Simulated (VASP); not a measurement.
Write the native input for VASP 6.6.1 that does the following.

| Quantity | Value |
| --- | --- |
| Task | single point |
| Functional | LDA |
| Potentials or basis | VASP PAW LDA potentials, release 64 (Ru_pv) |
| Cutoff | 520 eV |
| k mesh | 16 × 16 × 9 |
| Occupations | fermi-dirac, width 0.05 eV |
| Spin | no spin polarisation |
| Dipole correction | no |
| Further INCAR settings | ALGO = Normal; EDIFF = 1e-07; NBANDS = 21 |

The structure of Ru lies in POSCAR:

```
Ru
1.0
    2.7226196171      0.0000000000      0.0000000000
   -1.3613098085      2.3578577533      0.0000000000
    0.0000000000      0.0000000000      4.2884975680
Ru
2
Direct
    0.3333333333      0.6666666667      0.2500000000
    0.6666666667      0.3333333333      0.7500000000
```

These files were run (other wordings do the same):

INCAR

```
SYSTEM = Ru
ALGO = Normal
EDIFF = 1E-7
ENCUT = 520
GGA = CA
ISIF = 2
ISMEAR = -1
LASPH = .TRUE.
LCHARG = .TRUE.
LELF = .TRUE.
LREAL = .FALSE.
LVHAR = .TRUE.
LWAVE = .FALSE.
NBANDS = 21
NELM = 60
PREC = Accurate
SIGMA = 0.05
```

KPOINTS

```
k-points
0
G
  16 16 9
  0 0 0
```

Potentials or basis: VASP PAW LDA potentials, release 64 (Ru_pv).

Command:

```bash
$ cat potpaw_LDA.64/Ru_pv/POTCAR > POTCAR
$ mpirun -np 1 vasp_std > vasp.out
```

It gave:

| Property | Result |
| --- | --- |
| Pressure | -15.7 GPa |
| Band gap on the k mesh | zero (band 14 reaches 14.00 eV, above the bottom of band 15 at 10.89 eV) |

Wall time 32 s on 1 thread of Intel(R) Xeon(R) Platinum 8488C (Sapphire Rapids), with other jobs on the host, peak memory 0.17 GiB.
